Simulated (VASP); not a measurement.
# SiC (Moissanite) (P6_3mc) in VASP: further runs, part 3 of 3

VASP 6.6.1.

## (4) Single point, PBE

This run uses another cell than the first one, of 10.86 Å³/atom, 1.077 times its volume.

INCAR reads:

```
ALGO = Normal
EDIFF = 1E-6
ENCUT = 520
GGA = PE
ISIF = 2
ISMEAR = 0
LASPH = T
LCHARG = T
LELF = T
LREAL = F
LVHAR = T
LWAVE = F
NBANDS = 16
NELM = 100
PREC = Accurate
SIGMA = 0.01
```

KPOINTS reads:

```
k-points
0
Gamma
  12 12 4
```

POSCAR reads:

```
SiC
1.0
    3.1264351936      0.0000000000      0.0000000000
   -1.5632175968      2.7075680910      0.0000000000
    0.0000000000      0.0000000000      5.1307688092
Si C
2 2
Direct
    0.3333333333      0.6666666667      0.0000000000
    0.6666666667      0.3333333333      0.5000000000
    0.3333333333      0.6666666667      0.3850000000
    0.6666666667      0.3333333333      0.8850000000
```

Potentials or basis: VASP PAW PBE potentials, release 64 (Si, C).

On the command line:

```bash
$ cat potpaw_PBE.64/Si/POTCAR potpaw_PBE.64/C/POTCAR > POTCAR
$ mpirun -np 1 vasp_std > vasp.out
```

OUTCAR:

```text
EDIFF = 1E-6
   ENCUT = 520
   GGA = PE
   ISIF = 2
   ISMEAR = 0
   LASPH = T
   LREAL = F
   NELM = 100
   PREC = Accurate

 ion  position               nearest neighbor table
   1  0.333  0.667  0.000-   4 1.90   4 1.90   4 1.90   3 1.98   2 3.14   2 3.14   2 3.14   2 3.14
                             2 3.14   2 3.14
   2  0.667  0.333  0.500-   3 1.90   3 1.90   3 1.90   4 1.98   1 3.14   1 3.14   1 3.14   1 3.14
                             1 3.14   1 3.14
   3  0.333  0.667  0.385-   2 1.90   2 1.90   2 1.90   1 1.98
   4  0.667  0.333  0.885-   1 1.90   1 1.90   1 1.90   2 1.98

  LATTYP: Found a hexagonal cell.
 ALAT       =     3.1264351936
 C/A-ratio  =     1.6410923277

  Lattice vectors:

 A1 = (   3.1264351936,   0.0000000000,   0.0000000000)
 A2 = (  -1.5632175968,   2.7075680910,   0.0000000000)
 A3 = (   0.0000000000,   0.0000000000,   5.1307688092)

Analysis of symmetry for initial positions (statically):
=====================================================================
 Subroutine PRICEL returns:
 Original cell was already a primitive cell.

 Routine SETGRP: Setting up the symmetry group for a
 hexagonal supercell.

 Subroutine GETGRP returns: Found 12 space group operations
 (whereof  6 operations were pure point group operations)
 out of a pool of 24 trial point group operations.

The static configuration has the point symmetry C_3v.
 The point group associated with its full space group is C_6v.

Analysis of symmetry for dynamics (positions and initial velocities):
=====================================================================
 Subroutine PRICEL returns:
 Original cell was already a primitive cell.

 Routine SETGRP: Setting up the symmetry group for a
 hexagonal supercell.

 Subroutine GETGRP returns: Found 12 space group operations
 (whereof  6 operations were pure point group operations)
 out of a pool of 24 trial point group operations.

The dynamic configuration has the point symmetry C_3v.
 The point group associated with its full space group is C_6v.

 Subroutine INISYM returns: Found 12 space group operations
 (whereof  6 operations are pure point group operations),
 and found     1 'primitive' translations

----------------------------------------------------------------------------------------

                                     Primitive cell

  volume of cell :      43.4321

  direct lattice vectors                    reciprocal lattice vectors
     3.126435194  0.000000000  0.000000000     0.319853104  0.184667563  0.000000000
    -1.563217597  2.707568091  0.000000000     0.000000000  0.369335125  0.000000000
     0.000000000  0.000000000  5.130768809     0.000000000  0.000000000  0.194902565

  length of vectors
     3.126435194  3.126431548  5.130768809     0.369334695  0.369335125  0.194902565

  position of ions in fractional coordinates (direct lattice)
     0.333333333  0.666666667  0.000000000
     0.666666667  0.333333333  0.500000000
     0.333333333  0.666666667  0.385000000
[... 31 lines left out ...]
 ===========================================

 Found     57 irreducible k-points:

 Following reciprocal coordinates:
            Coordinates               Weight
  0.000000  0.000000  0.000000      1.000000
  0.083333  0.000000  0.000000      6.000000
  0.166667  0.000000  0.000000      6.000000
  0.250000 -0.000000  0.000000      6.000000
  0.333333  0.000000  0.000000      6.000000
  0.416667 -0.000000  0.000000      6.000000
[... 16 lines left out ...]
  0.250000 -0.000000  0.250000     12.000000
  0.333333  0.000000  0.250000     12.000000
 [... further k-points ...]
   k-points           NKPTS =     57   k-points in BZ     NKDIM =     57   number of bands    NBANDS=     16
   number of dos      NEDOS =    301   number of ions     NIONS =      4
   total plane-waves  NPLWV =  23040
   dimension x,y,z NGX =    24 NGY =   24 NGZ =   40
   dimension x,y,z NGXF=    48 NGYF=   48 NGZF=   80
   ions per type =               2   2
   NGX,Y,Z   is equivalent  to a cutoff of  12.76, 12.76, 12.96 a.u.
   NGXF,Y,Z  is equivalent  to a cutoff of  25.52, 25.52, 25.92 a.u.
 SYSTEM =  unknown system
   PREC   = accura    normal or accurate (medium, high low for compatibility)
   ISTART =      0    job   : 0-new  1-cont  2-samecut
   ICHARG =      2    charge: 1-file 2-atom 10-const
   ISPIN  =      1    spin polarized calculation?
   LNONCOLLINEAR =      F non collinear calculations
   LSORBIT =      F    spin-orbit coupling
   LASPH  =      T    aspherical Exc in radial PAW
   ENCUT  =  520.0 eV  38.22 Ry    6.18 a.u.   5.81  5.81  9.54*2*pi/ulx,y,z
   NELM   =    100;   NELMIN=  2; NELMDL= -5     # of ELM steps
   EDIFF  = 0.1E-05   stopping-criterion for ELM
   LREAL  =      F    real-space projection
   EDIFFG = 0.1E-04   stopping-criterion for IOM
   NSW    =      0    number of steps for IOM
   IBRION =     -1    ionic relax: 0-MD 1-quasi-New 2-CG
   NFREE  =      0    steps in history (QN), initial steepest desc. (CG)
   ISIF   =      2    stress and relaxation
   ISYM   =      2    0-nonsym 1-usesym 2-fastsym
   POTIM  = 0.5000    time-step for ionic-motion
   TEBEG  =    0.0;   TEEND  =   0.0 temperature during run
   PSTRESS=    0.0 pullay stress
   NELECT =      16.0000    total number of electrons
   NUPDOWN=      -1.0000    fix difference up-down
   EMIN   =  10.00;   EMAX   =-10.00  energy-range for DOS
   EFERMI =   0.00;   METHOD = LEGACY
   ISMEAR =     0;   SIGMA  =   0.01  broadening in eV -4-tet -1-fermi 0-gaus
   EFERMI_NEDOS =   21; number of points for ismear=-14 and -15
   IALGO  =     38    algorithm
   IMIX   =      4    mixing-type and parameters
     AMIX     =   0.40;   BMIX     =  1.00
     AMIX_MAG =   1.60;   BMIX_MAG =  1.00
  volume/ion in A,a.u.               =      10.86        73.27
  Fermi-wavevector in a.u.,A,eV,Ry     =   1.173576  2.217736 18.739028  1.377280
  Thomas-Fermi vector in A             =   2.309986
   LORBIT       =      0    0 simple, 1 ext, 2 COOP (PROOUT), +10 PAW based schemes
   GGA     = PE    functional components
   LHFCALC =     F    Hartree Fock is set to
   AEXX    =    0.0000 exact exchange contribution
   IVDW    =     0    specifies the selected vdW correction
   LEPSILON=     F    determine dielectric tensor
   LRPA    =     F    only Hartree local field effects (RPA)
 non-spin polarized calculation
 Gauss-broadening in eV      SIGMA  =   0.01
  energy-cutoff  :      520.00
  volume of cell :       43.43
 maximum number of plane-waves:      1184
 NGX is ok and might be reduce to    24
   NGX = 11   NGY = 11   NGZ = 19

 number of electron      16.0000000 magnetization

 Free energy of the ion-electron system (eV)
  ---------------------------------------------------
  ext. energy  EPLUGINS =         0.00000000
  ---------------------------------------------------
  free energy    TOTEN  =       -30.04784598 eV

  energy without entropy =      -30.04784598  energy(sigma->0) =      -30.04784598

 E-fermi :   7.9846     XC(G=0): -11.1368

 val. band max:        7.8669848121   @ k =   0.0000   0.0000   0.0000
 cond. band min:      10.2764693544   @ k =   0.3333   0.3333   0.0000
 fundamental gap:      2.4094845423
 Fermi energy:         7.9846127328

 k-point     1 :       0.0000    0.0000    0.0000
  band No.  band energies     occupation
      1      -7.4754      2.00000
      2      -4.1552      2.00000
      3      -0.5426      2.00000
      4       6.3343      2.00000
      5       6.3344      2.00000
      6       7.5881      2.00000
[... 433 lines left out ...]
      3       0.6960      2.00000
      4       2.4885      2.00000
      5       2.9966      2.00000
      6       4.9919      2.00000
[... 8 lines left out ...]
     15      18.6998      0.00000
     16      19.0901      0.00000

 [... further k-points ...]

------------------------ aborting loop because EDIFF is reached ----------------------------------------

  FORCE on cell =-STRESS in cart. coord.  units (eV):
  Direction    XX          YY          ZZ          XY          YZ          ZX
  --------------------------------------------------------------------------------------
  -------------------------------------------------------------------------------------
  Total       -1.4719570     -1.4719524     -2.2893845      0.0000000     -0.0000000      0.0000000
  in kB      -54.2993254    -54.2991565    -84.4535772      0.0000000     -0.0000000      0.0000000
  external PRESSURE =     -64.3506864 kB  Pullay stress =       0.0000000 kB

 VOLUME and BASIS-vectors are now :
 -----------------------------------------------------------------------------
  energy-cutoff  :      520.00
  volume of cell :       43.43
      direct lattice vectors                 reciprocal lattice vectors
     3.126435194  0.000000000  0.000000000     0.319853104  0.184667563  0.000000000
    -1.563217597  2.707568091  0.000000000     0.000000000  0.369335125  0.000000000
     0.000000000  0.000000000  5.130768809     0.000000000  0.000000000  0.194902565

 POSITION                                       TOTAL-FORCE (eV/Angst)
 -----------------------------------------------------------------------------------
     -0.00000      1.80505      0.00000         0.000000     -0.000000      0.678650
      1.56322      0.90252      2.56538        -0.000000      0.000000      0.678650
     -0.00000      1.80505      1.97535         0.000000     -0.000000     -0.678650
      1.56322      0.90252      4.54073        -0.000000      0.000000     -0.678650
 -----------------------------------------------------------------------------------
    total drift:                               -0.000000      0.000000     -0.000371

  FREE ENERGIE OF THE ION-ELECTRON SYSTEM (eV)
  ---------------------------------------------------
  free  energy   TOTEN  =       -30.0478459803 eV

  energy  without entropy=      -30.0478459803  energy(sigma->0) =      -30.04784598
```

OSZICAR:

```text
N       E                     dE             d eps       ncg     rms          rms(c)
DAV:   1     0.239872903560E+02    0.23987E+02   -0.70749E+03  1824   0.893E+02
DAV:   2    -0.309862168757E+02   -0.54974E+02   -0.49906E+02  2632   0.153E+02
DAV:   3    -0.335051760830E+02   -0.25190E+01   -0.25084E+01  2360   0.303E+01
DAV:   4    -0.335249302336E+02   -0.19754E-01   -0.19750E-01  2280   0.328E+00
DAV:   5    -0.335251402819E+02   -0.21005E-03   -0.21004E-03  2336   0.319E-01    0.118E+01
DAV:   6    -0.301065630664E+02    0.34186E+01   -0.62895E+00  2312   0.153E+01    0.525E+00
DAV:   7    -0.300645525256E+02    0.42011E-01   -0.10159E+00  2576   0.582E+00    0.239E+00
DAV:   8    -0.300489106754E+02    0.15642E-01   -0.42978E-02  2024   0.135E+00    0.600E-01
DAV:   9    -0.300474653018E+02    0.14454E-02   -0.73954E-03  2304   0.577E-01    0.127E-01
DAV:  10    -0.300478132812E+02   -0.34798E-03   -0.11014E-03  2144   0.190E-01    0.589E-02
DAV:  11    -0.300478443031E+02   -0.31022E-04   -0.10997E-04  2120   0.733E-02    0.138E-02
DAV:  12    -0.300478453070E+02   -0.10040E-05   -0.75903E-06  2400   0.177E-02    0.418E-03
DAV:  13    -0.300478459803E+02   -0.67325E-06   -0.59378E-07  1672   0.514E-03
   1 F= -.30047846E+02 E0= -.30047846E+02  d E =-.795417E-65
```

Wall time 24 s (1 thread of Intel Xeon Platinum 8259CL at 2.50GHz (Skylake/Cascade Lake), shared host); peak memory 0.17 GiB.

What came out:

| Item | Value |
| --- | --- |
| Free energy | -30.0478 eV |
| Pressure | -6.4 GPa |
| Largest force | 0.679 eV/Å |
| Band gap on the k mesh | 2.41 eV, indirect (least direct gap 3.98 eV) |

Forces on the atoms (eV/Å):
```
Si   0.000  0.000  0.679
Si   0.000  0.000  0.679
C    0.000  0.000 -0.679
C    0.000  0.000 -0.679
```

Levels at points of the mesh, in eV from the valence-band top:
```csv
k point,band 6,band 7,band 8,band 9,band 10,band 11
"(0.00, 0.00, 0.00)",-0.28,-0.28,0.00,4.20,5.51,6.23
"(0.50, 0.00, 0.00)",-3.44,-3.12,-1.47,2.50,4.13,6.37
"(0.00, 0.00, 0.50)",-0.96,-0.96,-0.96,5.28,5.28,6.91
"(0.50, 0.00, 0.50)",-2.62,-2.29,-2.29,3.06,3.06,4.78
```

A k mesh can miss the band edges. PBE gaps usually lie below the measured ones, often by a third to a half.

## (5) Single point, PBE

This run uses another cell than the first one, of 11.12 Å³/atom, 1.103 times its volume.

INCAR reads:

```
SYSTEM = SiC
PREC     = Accurate       ! precision mode
ENCUT    = 520            ! plane-wave cutoff, eV
EDIFF    = 1E-6           ! SCF threshold, eV
ISMEAR   = 0              ! smearing method
SIGMA    = 0.01           ! smearing width, eV
LREAL    = .False.        ! projectors in reciprocal space
LASPH    = .True.         ! aspherical terms in the spheres
NELM     = 80             ! most SCF steps
ALGO     = Normal         ! electronic algorithm
ISIF     = 2              ! what is computed and relaxed
LWAVE    = .False.        ! write WAVECAR
LCHARG   = .False.        ! write CHGCAR
GGA      = PE             ! functional
NBANDS   = 16             ! bands
```

KPOINTS reads:

```
regular mesh
0
Gamma
  12 12 4
  0 0 0
```

POSCAR reads:

```
SiC
1.0
    3.1510538071      0.0000000000      0.0000000000
   -1.5755269036      2.7288884026      0.0000000000
    0.0000000000      0.0000000000      5.1711702270
Si C
2 2
Direct
    0.3333333333      0.6666666667      0.0000000000
    0.6666666667      0.3333333333      0.5000000000
    0.3333333333      0.6666666667      0.3850000000
    0.6666666667      0.3333333333      0.8850000000
```

On the command line:

```bash
$ cat potpaw_PBE.64/Si/POTCAR potpaw_PBE.64/C/POTCAR > POTCAR
$ mpirun -np 1 vasp_std > vasp.out
```

Run time: 24 s. Hardware: 1 thread of Intel Xeon Platinum 8259CL at 2.50GHz (Skylake/Cascade Lake), shared host; peak memory 0.17 GiB.

The run converged. Its results:

```
Free energy            : -29.9928 eV
Pressure               : -10.6 GPa
Largest force          : 0.646 eV/Å
Band gap on the k mesh : 2.45 eV, indirect (least direct gap 3.93 eV)
```

Forces on the atoms (eV/Å):
```
Si   0.000  0.000  0.646
Si   0.000  0.000  0.646
C    0.000  0.000 -0.646
C    0.000  0.000 -0.646
```

Stress tensor (GPa, compression positive):
```
 -9.88   0.00   0.00
  0.00  -9.88   0.00
  0.00   0.00 -12.11
```

Levels at points of the mesh, in eV from the valence-band top:
```csv
k point,band 4,band 5,band 6,band 7,band 8,band 9,band 10,band 11,band 12,band 13
"(0.00, 0.00, 0.00)",-1.52,-1.52,-0.28,-0.28,0.00,4.01,5.26,6.10,6.10,6.94
"(0.50, 0.00, 0.00)",-6.39,-5.17,-3.40,-3.06,-1.47,2.46,4.10,6.18,6.94,9.07
"(0.00, 0.00, 0.50)",-4.32,-0.95,-0.95,-0.95,-0.95,5.07,5.07,6.79,6.79,6.79
"(0.50, 0.00, 0.50)",-8.14,-2.59,-2.59,-2.27,-2.27,3.00,3.00,4.69,4.69,9.88
```

A k mesh can miss the band edges. As with any semilocal functional, this PBE gap is likely too small.

## (6) Single point, PBE

This run uses another cell than the first one, of 11.38 Å³/atom, 1.128 times its volume.

INCAR reads:

```
SYSTEM = SiC
PREC = Accurate ; ENCUT = 520
EDIFF = 1E-7 ; ISMEAR = 0
SIGMA = 0.01 ; LREAL = .False.
LASPH = .True. ; NELM = 100
ALGO = Normal ; ISIF = 2
LWAVE = .False. ; LCHARG = .False.
GGA = PE ; NBANDS = 16
```

KPOINTS reads:

```
Automatic mesh
0
Gamma
  12 12 4
  0 0 0
```

POSCAR reads:

```
SiC
1.0
    3.1752936351      0.0000000000      0.0000000000
   -1.5876468176      2.7498806768      0.0000000000
    0.0000000000      0.0000000000      5.2109500228
Si C
2 2
Direct
    0.3333333333      0.6666666667      0.0000000000
    0.6666666667      0.3333333333      0.5000000000
    0.3333333333      0.6666666667      0.3850000000
    0.6666666667      0.3333333333      0.8850000000
```

Potentials or basis: VASP PAW PBE potentials, release 64 (Si, C).

On the command line:

```bash
$ cat potpaw_PBE.64/Si/POTCAR potpaw_PBE.64/C/POTCAR > POTCAR
$ mpirun -np 1 vasp_std > vasp.out
```

It took 24 s on 1 thread of Intel Xeon Platinum 8259CL at 2.50GHz (Skylake/Cascade Lake), shared host; peak memory 0.17 GiB.

The run converged. Its results:

| Property | Result |
| --- | --- |
| Free energy | -29.9123 eV |
| Pressure | -14.3 GPa |
| Largest force | 0.615 eV/Å |
| Band gap on the k mesh | 2.42 eV, indirect (least direct gap 3.82 eV) |

Forces in eV/Å, atoms in the order of the input:
```
Si   0.000  0.000  0.615
Si   0.000  0.000  0.615
C    0.000  0.000 -0.615
C    0.000  0.000 -0.615
```

Stress tensor (GPa, compression positive):
```
-13.81   0.00   0.00
  0.00 -13.81   0.00
  0.00   0.00 -15.35
```

Levels at points of the mesh, in eV from the valence-band top:
```
           k point  band 4  band 5  band 6  band 7  band 8  band 9  band 10  band 11  band 12  band 13
(0.00, 0.00, 0.00)   -1.51   -1.51   -0.28   -0.28    0.00    3.82     5.01     5.97     5.97     6.76
(0.50, 0.00, 0.00)   -6.34   -5.09   -3.35   -2.99   -1.46    2.42     4.06     6.01     6.85     8.88
(0.00, 0.00, 0.50)   -4.27   -0.95   -0.95   -0.95   -0.95    4.87     4.87     6.67     6.67     6.67
(0.50, 0.00, 0.50)   -8.04   -2.56   -2.56   -2.24   -2.24    2.95     2.95     4.60     4.60     9.73
```

A k mesh can miss the band edges. PBE gaps usually lie below the measured ones, often by a third to a half.

## (7) The runs side by side

| cell | gap on the mesh (eV) | pressure (GPa) | largest force (eV/Å) |
| --- | --- | --- | --- |
| a = 3.050, b = 3.050, c = 5.006 Å, angles 90.0, 90.0, 120.0°, 4 atoms | 2.28 | 9.7 | 0.79 |
| a = 3.101, b = 3.101, c = 5.090 Å, angles 90.0, 90.0, 120.0°, 4 atoms | 2.37 | -1.7 | 0.71 |
| a = 3.126, b = 3.126, c = 5.131 Å, angles 90.0, 90.0, 120.0°, 4 atoms | 2.41 | -6.4 | 0.68 |
| a = 3.151, b = 3.151, c = 5.171 Å, angles 90.0, 90.0, 120.0°, 4 atoms | 2.45 | -10.6 | 0.65 |
| a = 3.175, b = 3.175, c = 5.211 Å, angles 90.0, 90.0, 120.0°, 4 atoms | 2.42 | -14.3 | 0.61 |

Alike in all rows: task single point; level PBE; potentials or basis VASP PAW PBE potentials, release 64 (Si, C); no spin polarisation; k mesh 12 × 12 × 4; cutoff (eV) 520; smearing gaussian 0.01 eV.

Total energies depend on the potentials used, so only differences within one code and one set of settings carry meaning.
